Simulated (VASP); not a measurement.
A run of VASP 6.6.1 is set up as follows.

INCAR

```
PREC = Accurate ; ENCUT = 520
EDIFF = 1E-7 ; ISMEAR = -1
SIGMA = 0.1 ; LREAL = False
LASPH = True ; NELM = 100
ALGO = Normal ; ISIF = 2
LWAVE = False ; LCHARG = False
GGA = CA ; NBANDS = 16
```

Contents of KPOINTS:

```
Automatic mesh
0
Gamma
  13 13 13
```

Contents of POSCAR:

```
GaAs
1.0
    0.0000000000      2.5193514366      2.5193514366
    2.5193514366      0.0000000000      2.5193514366
    2.5193514366      2.5193514366      0.0000000000
Ga As
1 1
Direct
    0.0000000000      0.0000000000      0.0000000000
    0.5000000000      0.5000000000      0.5000000000
```

Potentials or basis: VASP PAW LDA potentials, release 64 (Ga_d, As).

The run is started by

```sh
$ cat potpaw_LDA.64/Ga_d/POTCAR potpaw_LDA.64/As/POTCAR > POTCAR
$ mpirun -np 1 vasp_std > vasp.out
```

(1) Predict the pressure.

(2) What does it give for the band gap on the k mesh?

Answers

(1) 15.7 GPa.

(2) zero (bands 9 and 10 overlap by 3.99 eV).

Caveat: the cell stands under pressure.
